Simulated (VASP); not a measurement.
Wanted: the native input for a VASP 6.6.1 run.

| Property | Result |
| --- | --- |
| Task | relaxation of cell and atoms |
| Functional | LDA |
| Potentials or basis | VASP PAW LDA potentials, release 64 (Rh_pv) |
| Cutoff | 600 eV |
| k mesh | 24 × 24 × 24 |
| Occupations | fermi-dirac, width 0.08 eV |
| Spin | no spin polarisation |
| Dipole correction | no |
| Further INCAR settings | ALGO = Normal; EDIFF = 1e-07; IBRION = 2; EDIFFG = -0.002; NSW = 100; ISIF = 3 |

The structure of Rh lies in POSCAR:

```
Rh
1.0
    0.0000000000      1.8978500000      1.8978500000
    1.8978500000      0.0000000000      1.8978500000
    1.8978500000      1.8978500000      0.0000000000
Rh
1
Direct
    0.0000000000      0.0000000000      0.0000000000
```

One way to write it, as run:

INCAR

```
SYSTEM = Rh
ALGO = Normal
EDIFF = 1E-7
EDIFFG = -0.002
ENCUT = 600
IBRION = 2
ISIF = 3
ISMEAR = -1
LASPH = .True.
LCHARG = .False.
LREAL = .False.
LWAVE = .False.
NELM = 60
NSW = 100
PREC = Accurate
SIGMA = 0.08
```

KPOINTS

```
k-points
0
Gamma
  24 24 24
  0 0 0
```

Potentials or basis: VASP PAW LDA potentials, release 64 (Rh_pv).

Command:

```console
$ cat potpaw_LDA.64/Rh_pv/POTCAR > POTCAR
$ mpirun -np 1 vasp_std > vasp.out
```

Results of the run:

```
Relaxed volume                         : 13.26 Å³/atom
Relaxed cell                           : a = 2.657 Å, b = 2.657 Å, c = 2.657 Å, α = 60.00°, β = 60.00°, γ = 60.00°
Space group after relaxing (to 0.05 Å) : Fm-3m (No. 225)
Energy gained by relaxing              : 11.6 meV/atom
Ionic steps                            : 7
Pressure after relaxing                : 0.0 GPa
```

Run time: 3.2 min on 1 thread of Intel(R) Xeon(R) Platinum 8488C (Sapphire Rapids) (shared host), peak memory 0.21 GiB.
